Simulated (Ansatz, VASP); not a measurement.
One calculation of LaAl3Ag, two programs

```xyz
10
Lattice="3.1824 -5.4245 0.0000 3.1824 5.4245 0.0000 0.0000 0.0000 6.1467" Properties=species:S:1:pos:R:3 pbc="T T T"
La    3.1824    2.7878    1.5367
La    3.1824   -2.7878    4.6100
Al    3.1824   -1.6745    1.5367
Al    3.1824    1.6745    4.6100
Al    4.6029    0.0000    3.0734
Al    4.6029    0.0000    0.0000
Al    1.7619    0.0000    3.0734
Al    1.7619    0.0000    0.0000
Ag    3.1824   -4.2245    1.5367
Ag    3.1824    4.2245    4.6100
```

Alike in both runs: functional PBE; k mesh 6 × 6 × 6; occupations gaussian, width 0.1 eV; no spin polarisation.

Ansatz relaxed the structure, and its values are those at the end. VASP's run is a single point on that final structure, the one shown.

|  | VASP | Ansatz |
| --- | --- | --- |
| version | VASP 6.6.1 | Ansatz 0.2.0 |
| potentials or method | VASP PAW PBE potentials, release 64 (La, Al, Ag), cutoff 520 eV | scalar-relativistic, plane waves, PAW |
| valence electrons in the cell | 62 | 78 |

```csv
,VASP,Ansatz,Ansatz less VASP
gap on the k mesh at the Fermi level (eV),none,none,-
pressure (GPa),-0.1,0.0,+0.08
```

A gap of «none» marks a metal or a gap that the smearing closes. VASP's potentials hold 62 valence electrons a cell and Ansatz's 78, so a difference there can come from the potentials and not from the codes.

Spin-orbit coupling is off throughout.
